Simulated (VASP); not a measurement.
# CdS (Hawleyite) (I-4m2) in VASP: notebook

The runs below take CdS (Hawleyite) through single point, with r2SCAN.

Program: VASP 6.6.1. These are calculated values, not measurements. Logs are shortened: lines on timing, memory, paths and dates and some standing lists are left out, and cuts for length are marked.

## (1) The cell of the first run

The structure is tetragonal, space group I-4m2 (No. 119). The conventional cell has a = 4.240 Å, b = 4.240 Å, c = 5.696 Å, α = 90.00°, β = 90.00°, γ = 90.00°. Cd (site symmetry -4m2) has 4 S at 2.55 Å within 3.4 Å. Within 3.4 Å of S (site symmetry -4m2) lie 4 Cd at 2.55 Å.

## (2) Single point, r2SCAN (in-plane strain +0.02, then relaxed in part)

POSCAR

```
CdS
1.0
    2.9980597188      2.9980597188      0.0000000000
   -2.9980597188      2.9980597188      0.0000000000
    0.0000000000      2.9980597188      2.8482227473
Cd S
1 1
Direct
    0.0000000000      0.0000000000      0.0000000000
    0.7500000000      0.2500000000      0.5000000000
```

INCAR.step1

```
  PREC = Accurate
  ENCUT = 520
  ISMEAR = 0
  SIGMA = 0.01
  LREAL = F
  LASPH = T
  NELM = 60
  NBANDS = 16
  GGA = PE
  ALGO = Normal
  EDIFF = 1E-4
  LWAVE = T
  LCHARG = F
```

INCAR.step2

```
  PREC = Accurate
  ENCUT = 520
  EDIFF = 1E-6
  ISMEAR = 0
  SIGMA = 0.01
  LREAL = F
  LASPH = T
  NELM = 60
  ALGO = Normal
  ISIF = 2
  LWAVE = F
  LCHARG = F
  METAGGA = R2SCAN
  LMIXTAU = T
  NBANDS = 16
  ISTART = 1
```

KPOINTS

```
Automatic mesh
0
Gamma
  8 8 8
```

Potentials or basis: VASP PAW PBE potentials, release 64 (Cd, S).

On the command line:

```bash
cat potpaw_PBE.64/Cd/POTCAR potpaw_PBE.64/S/POTCAR > POTCAR
cp INCAR.step1 INCAR
mpirun -np 1 vasp_std > vasp.out
cp INCAR.step2 INCAR
mpirun -np 1 vasp_std > vasp.out
```

OUTCAR:

```text
PREC = Accurate
   ENCUT = 520
   EDIFF = 1E-6
   ISMEAR = 0
   LREAL = F
   LASPH = T
   NELM = 60
   ISIF = 2
   METAGGA = R2SCAN
   ISTART = 1

 ion  position               nearest neighbor table
   1  0.000  0.000  0.000-   2 2.55   2 2.55   2 2.55   2 2.55
   2  0.750  0.250  0.500-   1 2.55   1 2.55   1 2.55   1 2.55

  LATTYP: Found a body centered tetragonal cell.
 ALAT       =     4.2398967151
 C/A-ratio  =     1.3435340239

  Lattice vectors:

 A1 = (   2.9980597188,   0.0000000000,  -2.8482227473)
 A2 = (  -2.9980597188,   0.0000000000,  -2.8482227473)
 A3 = (   0.0000000000,   2.9980597188,   2.8482227473)

Analysis of symmetry for initial positions (statically):
=====================================================================
 Subroutine PRICEL returns:
 Original cell was already a primitive cell.

 Routine SETGRP: Setting up the symmetry group for a
 body centered tetragonal supercell.

 Subroutine GETGRP returns: Found  8 space group operations
 (whereof  8 operations were pure point group operations)
 out of a pool of 16 trial point group operations.

The static configuration has the point symmetry D_2d.

Analysis of symmetry for dynamics (positions and initial velocities):
=====================================================================
 Subroutine PRICEL returns:
 Original cell was already a primitive cell.

 Routine SETGRP: Setting up the symmetry group for a
 body centered tetragonal supercell.

 Subroutine GETGRP returns: Found  8 space group operations
 (whereof  8 operations were pure point group operations)
 out of a pool of 16 trial point group operations.

The dynamic configuration has the point symmetry D_2d.

 Subroutine INISYM returns: Found  8 space group operations
 (whereof  8 operations are pure point group operations),
 and found     1 'primitive' translations

----------------------------------------------------------------------------------------

                                     Primitive cell

  volume of cell :      51.2017

  direct lattice vectors                    reciprocal lattice vectors
     2.998059719  2.998059719  0.000000000     0.166774530  0.166774530 -0.175548068
    -2.998059719  2.998059719  0.000000000    -0.166774530  0.166774530 -0.175548068
     0.000000000  2.998059719  2.848222747     0.000000000  0.000000000  0.351096136

  length of vectors
     4.239896715  4.239896715  4.135303483     0.294014645  0.294014645  0.351096136

  position of ions in fractional coordinates (direct lattice)
     0.000000000  0.000000000  0.000000000
     0.750000000  0.250000000  0.500000000

  ion indices of the primitive-cell ions
   primitive index   ion index
                 1           1
                 2           2

----------------------------------------------------------------------------------------

 KPOINTS: Automatic mesh

Automatic generation of k-mesh.
 Grid dimensions read from file:
 generate k-points for:    8    8    8

 Generating k-lattice:

  Cartesian coordinates                     Fractional coordinates (reciprocal lattice)
     0.020846816  0.020846816 -0.021943508     0.125000000  0.000000000  0.000000000
    -0.020846816  0.020846816 -0.021943508     0.000000000  0.125000000  0.000000000
     0.000000000  0.000000000  0.043887017     0.000000000  0.000000000  0.125000000

  Length of vectors
     0.036751831  0.036751831  0.043887017

  Shift w.r.t. Gamma in fractional coordinates (k-lattice)
     0.000000000  0.000000000  0.000000000

 Subroutine IBZKPT returns following result:
 ===========================================

 Found     59 irreducible k-points:

 Following reciprocal coordinates:
            Coordinates               Weight
  0.000000  0.000000  0.000000      1.000000
  0.125000  0.000000  0.000000      8.000000
  0.250000  0.000000  0.000000      8.000000
  0.375000  0.000000 -0.000000      8.000000
  0.500000  0.000000  0.000000      4.000000
  0.125000  0.125000  0.000000      8.000000
[... 16 lines left out ...]
  0.250000  0.000000  0.125000      4.000000
  0.375000  0.000000  0.125000      8.000000
 [... further k-points ...]
   k-points           NKPTS =     59   k-points in BZ     NKDIM =     59   number of bands    NBANDS=     16
   number of dos      NEDOS =    301   number of ions     NIONS =      2
   total plane-waves  NPLWV =  32768
   dimension x,y,z NGX =    32 NGY =   32 NGZ =   32
   dimension x,y,z NGXF=    64 NGYF=   64 NGZF=   64
   ions per type =               1   1
   NGX,Y,Z   is equivalent  to a cutoff of  12.55, 12.55, 12.86 a.u.
   NGXF,Y,Z  is equivalent  to a cutoff of  25.09, 25.09, 25.73 a.u.
 SYSTEM =  unknown system
   PREC   = accura    normal or accurate (medium, high low for compatibility)
   ISTART =      1    job   : 0-new  1-cont  2-samecut
   ICHARG =      0    charge: 1-file 2-atom 10-const
   ISPIN  =      1    spin polarized calculation?
   LNONCOLLINEAR =      F non collinear calculations
   LSORBIT =      F    spin-orbit coupling
   LASPH  =      T    aspherical Exc in radial PAW
   ENCUT  =  520.0 eV  38.22 Ry    6.18 a.u.   7.88  7.88  7.69*2*pi/ulx,y,z
   NELM   =     60;   NELMIN=  2; NELMDL=  0     # of ELM steps
   EDIFF  = 0.1E-05   stopping-criterion for ELM
   LREAL  =      F    real-space projection
   EDIFFG = 0.1E-04   stopping-criterion for IOM
   NSW    =      0    number of steps for IOM
   IBRION =     -1    ionic relax: 0-MD 1-quasi-New 2-CG
   NFREE  =      0    steps in history (QN), initial steepest desc. (CG)
   ISIF   =      2    stress and relaxation
   ISYM   =      2    0-nonsym 1-usesym 2-fastsym
   POTIM  = 0.5000    time-step for ionic-motion
   TEBEG  =    0.0;   TEEND  =   0.0 temperature during run
   PSTRESS=    0.0 pullay stress
   NELECT =      18.0000    total number of electrons
   NUPDOWN=      -1.0000    fix difference up-down
   EMIN   =  10.00;   EMAX   =-10.00  energy-range for DOS
   EFERMI =   0.00;   METHOD = LEGACY
   ISMEAR =     0;   SIGMA  =   0.01  broadening in eV -4-tet -1-fermi 0-gaus
   EFERMI_NEDOS =   21; number of points for ismear=-14 and -15
   IALGO  =     38    algorithm
   IMIX   =      4    mixing-type and parameters
     AMIX     =   0.40;   BMIX     =  1.00
     AMIX_MAG =   1.60;   BMIX_MAG =  1.00
  volume/ion in A,a.u.               =      25.60       172.76
  Fermi-wavevector in a.u.,A,eV,Ry     =   1.155414  2.183415 18.163515  1.334981
  Thomas-Fermi vector in A             =   2.292042
   LORBIT       =      0    0 simple, 1 ext, 2 COOP (PROOUT), +10 PAW based schemes
   METAGGA = R2SCAN    functional components
   LHFCALC =     F    Hartree Fock is set to
   AEXX    =    0.0000 exact exchange contribution
   IVDW    =     0    specifies the selected vdW correction
   LEPSILON=     F    determine dielectric tensor
   LRPA    =     F    only Hartree local field effects (RPA)
 non-spin polarized calculation
 Gauss-broadening in eV      SIGMA  =   0.01
  energy-cutoff  :      520.00
  volume of cell :       51.20
 maximum number of plane-waves:      1403
   NGX = 15   NGY = 15   NGZ = 15

 number of electron      18.0000003 magnetization

 Free energy of the ion-electron system (eV)
  ---------------------------------------------------
  ext. energy  EPLUGINS =         0.00000000
  ---------------------------------------------------
  free energy    TOTEN  =       -29.68128956 eV

  energy without entropy =      -29.68128956  energy(sigma->0) =      -29.68128956

 E-fermi :   0.9610     XC(G=0):  -9.5804

 val. band max:        0.8716785625   @ k =   0.0000   0.0000   0.0000
 cond. band min:       2.2959054746   @ k =   0.0000   0.0000   0.0000
 fundamental gap:      1.4242269121
 Fermi energy:         0.9609581154

 k-point     1 :       0.0000    0.0000    0.0000
  band No.  band energies     occupation
      1     -11.8925      2.00000
      2      -7.0819      2.00000
      3      -7.0819      2.00000
      4      -7.0539      2.00000
      5      -6.6154      2.00000
      6      -6.6000      2.00000
[... 8 lines left out ...]
     15      12.5146      0.00000
     16      13.0363      0.00000

 k-point     2 :       0.1250    0.0000    0.0000
  band No.  band energies     occupation
      1     -11.8338      2.00000
      2      -7.0607      2.00000
      3      -7.0470      2.00000
      4      -7.0112      2.00000
      5      -6.6142      2.00000
      6      -6.6023      2.00000
[... 8 lines left out ...]
     15      12.2466      0.00000
     16      13.2437      0.00000

 k-point     3 :       0.2500    0.0000    0.0000
  band No.  band energies     occupation
      1     -11.6916      2.00000
      2      -7.0156      2.00000
      3      -6.9938      2.00000
      4      -6.8237      2.00000
      5      -6.6031      2.00000
      6      -6.6011      2.00000
[... 8 lines left out ...]
     15      11.8520      0.00000
     16      12.6285      0.00000

 k-point     4 :       0.3750    0.0000   -0.0000
  band No.  band energies     occupation
      1     -11.5493      2.00000
      2      -6.9816      2.00000
      3      -6.9530      2.00000
      4      -6.5982      2.00000
      5      -6.5773      2.00000
      6      -6.4783      2.00000
[... 8 lines left out ...]
     15      12.8393      0.00000
     16      12.8635      0.00000
[... 324 lines left out ...]
 k-point    22 :       0.0000    0.0000    0.1250
  band No.  band energies     occupation
      1     -11.8106      2.00000
      2      -7.0396      2.00000
      3      -7.0396      2.00000
      4      -7.0087      2.00000
      5      -6.6117      2.00000
      6      -6.6013      2.00000
[... 8 lines left out ...]
     15      12.5287      0.00000
     16      13.9800      0.00000

 k-point    23 :       0.2500    0.0000    0.1250
  band No.  band energies     occupation
      1     -11.7505      2.00000
      2      -7.0363      2.00000
      3      -6.9872      2.00000
      4      -6.9312      2.00000
      5      -6.6239      2.00000
      6      -6.5953      2.00000
[... 8 lines left out ...]
     15      12.0122      0.00000
     16      14.3511      0.00000

 k-point    24 :       0.3750    0.0000    0.1250
  band No.  band energies     occupation
      1     -11.6092      2.00000
      2      -6.9867      2.00000
      3      -6.9455      2.00000
      4      -6.6926      2.00000
      5      -6.6166      2.00000
      6      -6.5802      2.00000
[... 8 lines left out ...]
     15      12.7224      0.00000
     16      13.9911      0.00000

 [... further k-points ...]

------------------------ aborting loop because EDIFF is reached ----------------------------------------

  FORCE on cell =-STRESS in cart. coord.  units (eV):
  Direction    XX          YY          ZZ          XY          YZ          ZX
  --------------------------------------------------------------------------------------
  -------------------------------------------------------------------------------------
  Total       -0.1820579     -0.1820579      0.0887763      0.0000000      0.0000000      0.0000000
  in kB       -5.6968594     -5.6968594      2.7779427      0.0000000      0.0000000      0.0000000
  external PRESSURE =      -2.8719253 kB  Pullay stress =       0.0000000 kB

 VOLUME and BASIS-vectors are now :
 -----------------------------------------------------------------------------
  energy-cutoff  :      520.00
  volume of cell :       51.20
      direct lattice vectors                 reciprocal lattice vectors
     2.998059719  2.998059719  0.000000000     0.166774530  0.166774530 -0.175548068
    -2.998059719  2.998059719  0.000000000    -0.166774530  0.166774530 -0.175548068
     0.000000000  2.998059719  2.848222747     0.000000000  0.000000000  0.351096136

 POSITION                                       TOTAL-FORCE (eV/Angst)
 -----------------------------------------------------------------------------------
      0.00000      0.00000      0.00000        -0.000000     -0.000000      0.000000
      1.49903      4.49709      1.42411         0.000000      0.000000      0.000000
 -----------------------------------------------------------------------------------
    total drift:                                0.000013     -0.000000     -0.000000

  FREE ENERGIE OF THE ION-ELECTRON SYSTEM (eV)
  ---------------------------------------------------
  free  energy   TOTEN  =       -29.6812895621 eV

  energy  without entropy=      -29.6812895621  energy(sigma->0) =      -29.68128956
```

It took 54 s on 1 thread of Intel Xeon 6975P-C (Granite Rapids), shared host; peak memory 0.21 GiB.

Results:

* Free energy: -29.6813 eV
* Pressure: -0.3 GPa
* Band gap on the k mesh: 1.42 eV, direct

Stress tensor (GPa, compression positive):
```
-0.57  0.00  0.00
 0.00 -0.57  0.00
 0.00  0.00  0.28
```

Caveat: the cell differs from its parent crystal (in-plane strain +0.02, then relaxed in part); the PAW data sets were made with another functional, which shifts forces and pressure a little.

## (3) Single point, r2SCAN (in-plane strain +0.02)

Changes to POSCAR since step 2:

```diff
@@ -4,3 +4,3 @@
    -2.9980597188      2.9980597188      0.0000000000
-    0.0000000000      2.9980597188      2.8482227473
+    0.0000000000      2.9980597188      2.9040029433
 Cd S
```

INCAR.step1

```
SYSTEM = CdS
ALGO = Normal
EDIFF = 1E-4
ENCUT = 520
GGA = PE
ISMEAR = 0
LASPH = .True.
LCHARG = .False.
LREAL = .False.
LWAVE = .True.
NBANDS = 16
NELM = 80
PREC = Accurate
SIGMA = 0.01
```

INCAR.step2

```
SYSTEM = CdS
ALGO = Normal
EDIFF = 1E-6
ENCUT = 520
ISIF = 2
ISMEAR = 0
ISTART = 1
LASPH = .True.
LCHARG = .False.
LMIXTAU = .True.
LREAL = .False.
LWAVE = .False.
METAGGA = R2SCAN
NBANDS = 16
NELM = 80
PREC = Accurate
SIGMA = 0.01
```

KPOINTS

```
k-points
0
Gamma
  8 8 8
  0 0 0
```

Potentials or basis: VASP PAW PBE potentials, release 64 (Cd, S).

On the command line:

```bash
cat potpaw_PBE.64/Cd/POTCAR potpaw_PBE.64/S/POTCAR > POTCAR
cp INCAR.step1 INCAR
mpirun -np 1 vasp_std > vasp.out
cp INCAR.step2 INCAR
mpirun -np 1 vasp_std > vasp.out
```

OUTCAR:

```text
SYSTEM = CdS
   EDIFF = 1E-6
   ENCUT = 520
   ISIF = 2
   ISMEAR = 0
   ISTART = 1
   LASPH = .True.
   LREAL = .False.
   METAGGA = R2SCAN
   NELM = 80
   PREC = Accurate

 ion  position               nearest neighbor table
   1  0.000  0.000  0.000-   2 2.57   2 2.57   2 2.57   2 2.57
   2  0.750  0.250  0.500-   1 2.57   1 2.57   1 2.57   1 2.57

  LATTYP: Found a body centered tetragonal cell.
 ALAT       =     4.2398967151
 C/A-ratio  =     1.3698460781

  Lattice vectors:

 A1 = (   2.9980597188,   0.0000000000,  -2.9040029433)
 A2 = (  -2.9980597188,   0.0000000000,  -2.9040029433)
 A3 = (   0.0000000000,   2.9980597188,   2.9040029433)

Analysis of symmetry for initial positions (statically):
=====================================================================
 Subroutine PRICEL returns:
 Original cell was already a primitive cell.

 Routine SETGRP: Setting up the symmetry group for a
 body centered tetragonal supercell.

 Subroutine GETGRP returns: Found  8 space group operations
 (whereof  8 operations were pure point group operations)
 out of a pool of 16 trial point group operations.

The static configuration has the point symmetry D_2d.
[... 160 lines left out ...]

 E-fermi :   0.7269     XC(G=0):  -9.4847

 val. band max:        0.6830649677   @ k =   0.0000   0.0000   0.0000
 cond. band min:       2.0961263416   @ k =   0.0000   0.0000   0.0000
 fundamental gap:      1.4130613740
 Fermi energy:         0.7268717855

 k-point     1 :       0.0000    0.0000    0.0000
  band No.  band energies     occupation
      1     -11.9390      2.00000
      2      -7.1773      2.00000
      3      -7.1773      2.00000
      4      -7.1598      2.00000
      5      -6.7346      2.00000
      6      -6.7264      2.00000
[... 433 lines left out ...]
      3      -7.0551      2.00000
      4      -6.8063      2.00000
      5      -6.7391      2.00000
      6      -6.6957      2.00000
[... 8 lines left out ...]
     15      12.5649      0.00000
     16      13.6117      0.00000

 [... further k-points ...]

------------------------ aborting loop because EDIFF is reached ----------------------------------------

  FORCE on cell =-STRESS in cart. coord.  units (eV):
  Direction    XX          YY          ZZ          XY          YZ          ZX
  --------------------------------------------------------------------------------------
  -------------------------------------------------------------------------------------
  Total       -0.5031404     -0.5031404     -0.3101690      0.0000000      0.0000000      0.0000000
  in kB      -15.4415945    -15.4415945     -9.5192200      0.0000000      0.0000000      0.0000000
  external PRESSURE =     -13.4674697 kB  Pullay stress =       0.0000000 kB

 VOLUME and BASIS-vectors are now :
 -----------------------------------------------------------------------------
  energy-cutoff  :      520.00
  volume of cell :       52.20
      direct lattice vectors                 reciprocal lattice vectors
     2.998059719  2.998059719  0.000000000     0.166774530  0.166774530 -0.172176134
    -2.998059719  2.998059719  0.000000000    -0.166774530  0.166774530 -0.172176134
     0.000000000  2.998059719  2.904002943     0.000000000  0.000000000  0.344352268

 POSITION                                       TOTAL-FORCE (eV/Angst)
 -----------------------------------------------------------------------------------
      0.00000      0.00000      0.00000         0.000000     -0.000000      0.000000
      1.49903      4.49709      1.45200        -0.000000      0.000000      0.000000
 -----------------------------------------------------------------------------------
    total drift:                                0.000008     -0.000000      0.000000

  FREE ENERGIE OF THE ION-ELECTRON SYSTEM (eV)
  ---------------------------------------------------
  free  energy   TOTEN  =       -29.6792943476 eV

  energy  without entropy=      -29.6792943476  energy(sigma->0) =      -29.67929435
```

Wall time 66 s (1 thread of Intel Xeon 6975P-C (Granite Rapids), shared host); peak memory 0.21 GiB.

Results:

```
Free energy            : -29.6793 eV
Pressure               : -1.3 GPa
Band gap on the k mesh : 1.41 eV, direct
```

Levels at points of the mesh, in eV from the valence-band top:
```csv
k point,band 7,band 8,band 9,band 10,band 11,band 12
"(0.00, 0.00, 0.00)",-0.09,-0.09,0.00,1.41,7.03,7.03
"(0.50, 0.00, 0.00)",-4.21,-0.81,-0.69,3.32,7.30,7.54
"(0.50, 0.50, 0.00)",-3.87,-1.79,-1.74,3.90,4.72,9.39
"(0.00, 0.00, 0.50)",-3.69,-1.89,-1.89,3.79,4.45,9.71
```

Caveat: the cell differs from its parent crystal (in-plane strain +0.02); the PAW data sets were made with another functional, which shifts forces and pressure a little.
